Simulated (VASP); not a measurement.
# HfB2 (P6/mmm) in VASP: further runs

Runs on HfB2. Level: PBEsol. Tasks: electric field gradients.

Everything below comes from runs of VASP 6.6.1. Logs are shortened: lines on timing, memory, paths and dates and some standing lists are left out, and cuts for length are marked.

## (1) The cell of the first run

The structure is hexagonal, space group P6/mmm (No. 191). The conventional cell has a = 3.098 Å, b = 3.098 Å, c = 3.433 Å, α = 90.00°, β = 90.00°, γ = 120.00°. Within 3.3 Å of Hf (site symmetry 6/mmm) lie 12 B at 2.48 Å and 6 Hf at 3.10 Å. B (site symmetry -6m2) has 3 B at 1.79 Å and 6 Hf at 2.48 Å within 2.5 Å.

## (2) Electric field gradients, PBEsol (9.51 Å³/atom)

INCAR

```
SYSTEM = HfB2
PREC     = Accurate       ! precision mode
ENCUT    = 520            ! plane-wave cutoff, eV
EDIFF    = 1E-8           ! SCF threshold, eV
ISMEAR   = -1             ! smearing method
SIGMA    = 0.05           ! smearing width, eV
LREAL    = .False.        ! projectors in reciprocal space
LASPH    = .True.         ! aspherical terms in the spheres
NELM     = 80             ! most SCF steps
ALGO     = Normal         ! electronic algorithm
ISIF     = 2              ! what is computed and relaxed
LWAVE    = .False.        ! write WAVECAR
LCHARG   = .False.        ! write CHGCAR
GGA      = PS             ! functional
LEFG     = .True.       
NBANDS   = 15             ! bands
```

KPOINTS

```
regular mesh
0
Gamma
  13 13 11
  0 0 0
```

POSCAR

```
HfB2
1.0
    3.0975624645      0.0000000000      0.0000000000
   -1.5487812323      2.6825677840      0.0000000000
    0.0000000000      0.0000000000      3.4329672075
Hf B
1 2
Direct
    0.0000000000      0.0000000000      0.0000000000
    0.3333333333      0.6666666667      0.5000000000
    0.6666666667      0.3333333333      0.5000000000
```

Potentials or basis: VASP PAW PBE potentials, release 64 (Hf_pv, B).

Command:

```sh
$ cat potpaw_PBE.64/Hf_pv/POTCAR potpaw_PBE.64/B/POTCAR > POTCAR
$ mpirun -np 1 vasp_std > vasp.out
```

OUTCAR:

```text
SYSTEM = HfB2
   PREC = Accurate
   ENCUT = 520
   EDIFF = 1E-8
   ISMEAR = -1
   LREAL = .False.
   LASPH = .True.
   NELM = 80
   ISIF = 2
   GGA = PS

 ion  position               nearest neighbor table
   1  0.000  0.000  0.000-   2 2.48   3 2.48   2 2.48   3 2.48   2 2.48   2 2.48   3 2.48   3 2.48
                             3 2.48   3 2.48   2 2.48   2 2.48
   2  0.333  0.667  0.500-   3 1.79   3 1.79   3 1.79   1 2.48   1 2.48   1 2.48   1 2.48   1 2.48
                             1 2.48
   3  0.667  0.333  0.500-   2 1.79   2 1.79   2 1.79   1 2.48   1 2.48   1 2.48   1 2.48   1 2.48
                             1 2.48

  LATTYP: Found a hexagonal cell.
 ALAT       =     3.0975624645
 C/A-ratio  =     1.1082802193

  Lattice vectors:

 A1 = (   3.0975624645,   0.0000000000,   0.0000000000)
 A2 = (  -1.5487812323,   2.6825677840,   0.0000000000)
 A3 = (   0.0000000000,   0.0000000000,   3.4329672075)

Analysis of symmetry for initial positions (statically):
=====================================================================
 Subroutine PRICEL returns:
 Original cell was already a primitive cell.

 Routine SETGRP: Setting up the symmetry group for a
 hexagonal supercell.

 Subroutine GETGRP returns: Found 24 space group operations
 (whereof 24 operations were pure point group operations)
 out of a pool of 24 trial point group operations.

The static configuration has the point symmetry D_6h.

Analysis of symmetry for dynamics (positions and initial velocities):
=====================================================================
 Subroutine PRICEL returns:
 Original cell was already a primitive cell.

 Routine SETGRP: Setting up the symmetry group for a
 hexagonal supercell.

 Subroutine GETGRP returns: Found 24 space group operations
 (whereof 24 operations were pure point group operations)
 out of a pool of 24 trial point group operations.

The dynamic configuration has the point symmetry D_6h.

 Subroutine INISYM returns: Found 24 space group operations
 (whereof 24 operations are pure point group operations),
 and found     1 'primitive' translations

----------------------------------------------------------------------------------------

                                     Primitive cell

  volume of cell :      28.5260

[... 142 lines left out ...]
 fundamental gap:      0.1201878884
 Fermi energy:         7.9437534447

 k-point     1 :       0.0000    0.0000    0.0000
  band No.  band energies     occupation
      1     -22.5773      2.00000
      2     -22.0134      2.00000
      3     -22.0134      2.00000
      4      -6.0819      2.00000
      5       4.7268      2.00000
      6       4.9006      2.00000
      7       4.9006      2.00000
      8       5.1429      2.00000
      9      12.0756      0.00000
     10      12.0756      0.00000
     11      12.7616      0.00000
     12      12.7616      0.00000
     13      13.0504      0.00000
     14      13.0504      0.00000
[... 401 lines left out ...]
      2     -22.2144      2.00000
      3     -22.0563      2.00000
      4      -5.4294      2.00000
      5       3.6218      2.00000
      6       3.9783      2.00000
      7       4.8950      2.00000
      8       5.8814      2.00000
      9      10.2265      0.00000
     10      10.6820      0.00000
     11      12.6848      0.00000
     12      12.8671      0.00000
     13      13.7038      0.00000
     14      15.2140      0.00000
     15      15.5565      0.00000

 [... further k-points ...]
[... 5 lines left out ...]
  --------------------------------------------------------------------------------------
  -------------------------------------------------------------------------------------
  Total        1.2983103      1.2983103      0.8746774     -0.0000000     -0.0000000      0.0000000
  in kB       72.9203326     72.9203326     49.1267514     -0.0000000     -0.0000000      0.0000000
  external PRESSURE =      64.9891389 kB  Pullay stress =       0.0000000 kB

 VOLUME and BASIS-vectors are now :
 -----------------------------------------------------------------------------
  energy-cutoff  :      520.00
  volume of cell :       28.53
      direct lattice vectors                 reciprocal lattice vectors
     3.097562465  0.000000000  0.000000000     0.322834490  0.186388580  0.000000000
    -1.548781232  2.682567784  0.000000000     0.000000000  0.372777160  0.000000000
     0.000000000  0.000000000  3.432967207     0.000000000  0.000000000  0.291293199

 POSITION                                       TOTAL-FORCE (eV/Angst)
 -----------------------------------------------------------------------------------
      0.00000      0.00000      0.00000         0.000000      0.000000     -0.000000
     -0.00000      1.78838      1.71648        -0.000000      0.000000      0.000000
      1.54878      0.89419      1.71648         0.000000      0.000000     -0.000000
 -----------------------------------------------------------------------------------
    total drift:                               -0.000000      0.000000      0.000000

  FREE ENERGIE OF THE ION-ELECTRON SYSTEM (eV)
  ---------------------------------------------------
  free  energy   TOTEN  =       -27.8529734177 eV

  energy  without entropy=      -27.8514732118  energy(sigma->0) =      -27.85222331

 Electric field gradients (V/A^2)
---------------------------------------------------------------------
 ion       V_xx      V_yy      V_zz      V_xy      V_xz      V_yz
---------------------------------------------------------------------
   1     -40.894   -40.895    81.789    -0.000     0.000    -0.000
   2      -0.838    -0.838     1.676    -0.000     0.000     0.000
   3      -0.838    -0.838     1.676    -0.000     0.000     0.000
---------------------------------------------------------------------

 Electric field gradients after diagonalization (V/A^2)
 (convention: |V_zz| > |V_xx| > |V_yy|)
----------------------------------------------------------------------
 ion       V_xx      V_yy      V_zz     asymmetry (V_yy - V_xx)/ V_zz
----------------------------------------------------------------------
   1     -40.895   -40.894    81.789       0.000
   2      -0.838    -0.838     1.676       0.000
   3      -0.838    -0.838     1.676       0.000
----------------------------------------------------------------------

           NMR quadrupolar parameters

 Cq : quadrupolar parameter    Cq=e*Q*V_zz/h
 eta: asymmetry parameters     (V_yy - V_xx)/ V_zz
 Q  : nuclear electric quadrupole moment in mb (millibarn)
----------------------------------------------------------------------
 ion       Cq(MHz)       eta       Q (mb)
----------------------------------------------------------------------
   1       0.198       0.000       1.000
   2       0.004       0.000       1.000
   3       0.004       0.000       1.000
----------------------------------------------------------------------
```

OSZICAR:

```text
N       E                     dE             d eps       ncg     rms          rms(c)
DAV:   1     0.275655761798E+02    0.27566E+02   -0.80463E+03  3780   0.102E+03
DAV:   2    -0.286324915823E+02   -0.56198E+02   -0.52552E+02  4993   0.221E+02
DAV:   3    -0.301133998972E+02   -0.14809E+01   -0.14753E+01  4984   0.265E+01
DAV:   4    -0.301188764972E+02   -0.54766E-02   -0.54758E-02  4445   0.200E+00
DAV:   5    -0.301189062215E+02   -0.29724E-04   -0.29725E-04  5033   0.131E-01    0.571E+01
DAV:   6    -0.279778569363E+02    0.21410E+01   -0.25310E+00  4585   0.118E+01    0.413E+01
DAV:   7    -0.279330304256E+02    0.44827E-01   -0.97960E-01  4844   0.731E+00    0.108E+01
DAV:   8    -0.278573600433E+02    0.75670E-01   -0.26955E-01  4403   0.401E+00    0.157E+00
DAV:   9    -0.278532284492E+02    0.41316E-02   -0.21374E-02  4459   0.119E+00    0.406E-01
DAV:  10    -0.278529683656E+02    0.26008E-03   -0.87402E-04  4725   0.256E-01    0.234E-01
DAV:  11    -0.278529751753E+02   -0.68097E-05   -0.58773E-05  4620   0.572E-02    0.742E-02
DAV:  12    -0.278529732951E+02    0.18802E-05   -0.33817E-06  4578   0.139E-02    0.147E-02
DAV:  13    -0.278529733867E+02   -0.91626E-07   -0.16276E-07  4816   0.325E-03    0.372E-03
DAV:  14    -0.278529734026E+02   -0.15891E-07   -0.29256E-08  4746   0.141E-03    0.183E-03
DAV:  15    -0.278529734181E+02   -0.15466E-07   -0.31950E-09  2254   0.468E-04    0.696E-04
DAV:  16    -0.278529734177E+02    0.40154E-09   -0.26402E-10  2058   0.141E-04
   1 F= -.27852973E+02 E0= -.27852223E+02  d E =-.150021E-02
```

stdout:

```text
POSCAR found type information on POSCAR HfB
 POSCAR found :  2 types and       3 ions
 scaLAPACK will be used
 -----------------------------------------------------------------------------
|                                                                             |
|                                                                             |
|     You enforced a specific xc type in the INCAR file but a different       |
|     I HOPE YOU KNOW WHAT YOU ARE DOING!                                     |
|                                                                             |
 -----------------------------------------------------------------------------

 LDA part: xc-table for (Slater+PW92), standard interpolation
 POSCAR, INCAR and KPOINTS ok, starting setup
 FFT: planning ... GRIDC
 FFT: planning ... GRID_SOFT
 FFT: planning ... GRID
 WAVECAR not read
 entering main loop
ion   1

ion   2

ion   3
```

Run time: 66 s. Hardware: 1 thread of Intel Xeon 8259CL, shared host; peak memory 0.19 GiB.

What came out:

| Item | Value |
| --- | --- |
| Free energy | -27.8530 eV |
| Pressure | 6.5 GPa |
| Band gap on the k mesh | zero (bands 8 and 9 overlap by 1.07 eV) |
| Largest electric field gradient by atom | Hf +81.8; B +1.7 V/Å² |

Stress tensor (GPa, compression positive):
```
7.29 0.00 0.00
0.00 7.29 0.00
0.00 0.00 4.91
```

Levels at points of the mesh, in eV from the Fermi level:
```csv
k point,band 6,band 7,band 8,band 9,band 10,band 11
"(0.00, 0.00, 0.00)",-3.04,-3.04,-2.80,4.13,4.13,4.82
```

Electric field gradients, principal values (V/Å²):
```tsv
atom	least	middle	greatest (by size)
1 Hf	-40.894	-40.895	81.789
2 B	-0.838	-0.838	1.676
3 B	-0.838	-0.838	1.676
```

Caveat: the cell stands under pressure; without QUAD_EFG the Cq values of the log hold for a quadrupole moment of 1 mb, not for the nuclei; the PAW data sets were made with another functional, which shifts forces and pressure a little; spin-orbit coupling is left out, which moves the levels of the heavy elements.

## (3) Electric field gradients, PBEsol (9.81 Å³/atom)

This run uses another cell than the first one, of 9.81 Å³/atom.

INCAR

```
PREC = Accurate
ENCUT = 520
EDIFF = 1E-8
ISMEAR = -1
SIGMA = 0.05
LREAL = F
LASPH = T
NELM = 80
ALGO = Normal
ISIF = 2
LWAVE = F
LCHARG = F
GGA = PS
LEFG = T
NBANDS = 15
```

KPOINTS

```
Automatic mesh
0
Gamma
  13 13 11
```

POSCAR

```
HfB2
1.0
    3.1294983495      0.0000000000      0.0000000000
   -1.5647491748      2.7102250717      0.0000000000
    0.0000000000      0.0000000000      3.4683611171
Hf B
1 2
Direct
    0.0000000000      0.0000000000      0.0000000000
    0.3333333333      0.6666666667      0.5000000000
    0.6666666667      0.3333333333      0.5000000000
```

Potentials or basis: VASP PAW PBE potentials, release 64 (Hf_pv, B).

Command:

```sh
$ cat potpaw_PBE.64/Hf_pv/POTCAR potpaw_PBE.64/B/POTCAR > POTCAR
$ mpirun -np 1 vasp_std > vasp.out
```

OUTCAR:

```text
PREC = Accurate
   ENCUT = 520
   EDIFF = 1E-8
   ISMEAR = -1
   LREAL = F
   LASPH = T
   NELM = 80
   ISIF = 2
   GGA = PS

 ion  position               nearest neighbor table
   1  0.000  0.000  0.000-   2 2.50   3 2.50   2 2.50   3 2.50   2 2.50   2 2.50   3 2.50   3 2.50
                             3 2.50   3 2.50   2 2.50   2 2.50
   2  0.333  0.667  0.500-   3 1.81   3 1.81   3 1.81   1 2.50   1 2.50   1 2.50   1 2.50   1 2.50
                             1 2.50
   3  0.667  0.333  0.500-   2 1.81   2 1.81   2 1.81   1 2.50   1 2.50   1 2.50   1 2.50   1 2.50
                             1 2.50

  LATTYP: Found a hexagonal cell.
[... 660 lines left out ...]
---------------------------------------------------------------------
 ion       V_xx      V_yy      V_zz      V_xy      V_xz      V_yz
---------------------------------------------------------------------
   1     -40.272   -40.272    80.544    -0.000     0.000     0.000
   2      -0.838    -0.838     1.675    -0.000     0.000    -0.000
   3      -0.838    -0.838     1.675    -0.000     0.000     0.000
---------------------------------------------------------------------

 Electric field gradients after diagonalization (V/A^2)
 (convention: |V_zz| > |V_xx| > |V_yy|)
----------------------------------------------------------------------
 ion       V_xx      V_yy      V_zz     asymmetry (V_yy - V_xx)/ V_zz
----------------------------------------------------------------------
   1     -40.272   -40.272    80.544       0.000
   2      -0.838    -0.838     1.675       0.000
   3      -0.838    -0.838     1.675       0.000
----------------------------------------------------------------------

           NMR quadrupolar parameters

 Cq : quadrupolar parameter    Cq=e*Q*V_zz/h
 eta: asymmetry parameters     (V_yy - V_xx)/ V_zz
 Q  : nuclear electric quadrupole moment in mb (millibarn)
----------------------------------------------------------------------
 ion       Cq(MHz)       eta       Q (mb)
----------------------------------------------------------------------
   1       0.195       0.000       1.000
   2       0.004       0.000       1.000
   3       0.004       0.000       1.000
----------------------------------------------------------------------
```

OSZICAR:

```text
N       E                     dE             d eps       ncg     rms          rms(c)
DAV:   1     0.270280097677E+02    0.27028E+02   -0.79888E+03  3780   0.101E+03
DAV:   2    -0.285930453456E+02   -0.55621E+02   -0.51992E+02  4986   0.219E+02
DAV:   3    -0.300831238155E+02   -0.14901E+01   -0.14840E+01  4977   0.263E+01
DAV:   4    -0.300892126454E+02   -0.60888E-02   -0.60877E-02  4417   0.206E+00
DAV:   5    -0.300892477115E+02   -0.35066E-04   -0.35065E-04  4893   0.140E-01    0.543E+01
DAV:   6    -0.279848395497E+02    0.21044E+01   -0.25359E+00  4585   0.116E+01    0.394E+01
DAV:   7    -0.279360416005E+02    0.48798E-01   -0.90704E-01  4844   0.701E+00    0.109E+01
DAV:   8    -0.278695079274E+02    0.66534E-01   -0.24157E-01  4389   0.374E+00    0.155E+00
DAV:   9    -0.278657402412E+02    0.37677E-02   -0.19428E-02  4431   0.112E+00    0.409E-01
DAV:  10    -0.278655096178E+02    0.23062E-03   -0.79726E-04  4802   0.240E-01    0.229E-01
DAV:  11    -0.278655163135E+02   -0.66957E-05   -0.56508E-05  4585   0.557E-02    0.846E-02
DAV:  12    -0.278655142153E+02    0.20981E-05   -0.34487E-06  4550   0.139E-02    0.949E-03
DAV:  13    -0.278655142783E+02   -0.63016E-07   -0.19047E-07  4872   0.344E-03    0.161E-03
DAV:  14    -0.278655142915E+02   -0.13160E-07   -0.21964E-08  4400   0.121E-03    0.135E-03
DAV:  15    -0.278655143054E+02   -0.13915E-07   -0.25066E-09  2198   0.406E-04    0.784E-04
DAV:  16    -0.278655143032E+02    0.22221E-08   -0.20229E-10  2093   0.123E-04
   1 F= -.27865514E+02 E0= -.27864719E+02  d E =-.159153E-02
```

stdout:

```text
POSCAR found type information on POSCAR HfB
 POSCAR found :  2 types and       3 ions
 scaLAPACK will be used
 -----------------------------------------------------------------------------
|                                                                             |
|                                                                             |
|     You enforced a specific xc type in the INCAR file but a different       |
|     I HOPE YOU KNOW WHAT YOU ARE DOING!                                     |
|                                                                             |
 -----------------------------------------------------------------------------

 LDA part: xc-table for (Slater+PW92), standard interpolation
 POSCAR, INCAR and KPOINTS ok, starting setup
 FFT: planning ... GRIDC
 FFT: planning ... GRID_SOFT
 FFT: planning ... GRID
 WAVECAR not read
 entering main loop
ion   1

ion   2

ion   3
```

Run time: 71 s. Hardware: 1 thread of Intel Xeon 8259CL, shared host; peak memory 0.19 GiB.

What came out:

| Item | Value |
| --- | --- |
| Free energy | -27.8655 eV |
| Pressure | -1.9 GPa |
| Band gap on the k mesh | zero (bands 8 and 9 overlap by 1.03 eV) |
| Largest electric field gradient by atom | Hf +80.5; B +1.7 V/Å² |

Electric field gradients, principal values (V/Å²):
| atom | least | middle | greatest (by size) |
| --- | --- | --- | --- |
| 1 Hf | -40.272 | -40.272 | 80.544 |
| 2 B | -0.838 | -0.838 | 1.675 |
| 3 B | -0.838 | -0.838 | 1.675 |

Caveat: without QUAD_EFG the Cq values of the log hold for a quadrupole moment of 1 mb, not for the nuclei; the PAW data sets were made with another functional, which shifts forces and pressure a little; spin-orbit coupling is left out, which moves the levels of the heavy elements.

(Part 1 of 2 ends here.)
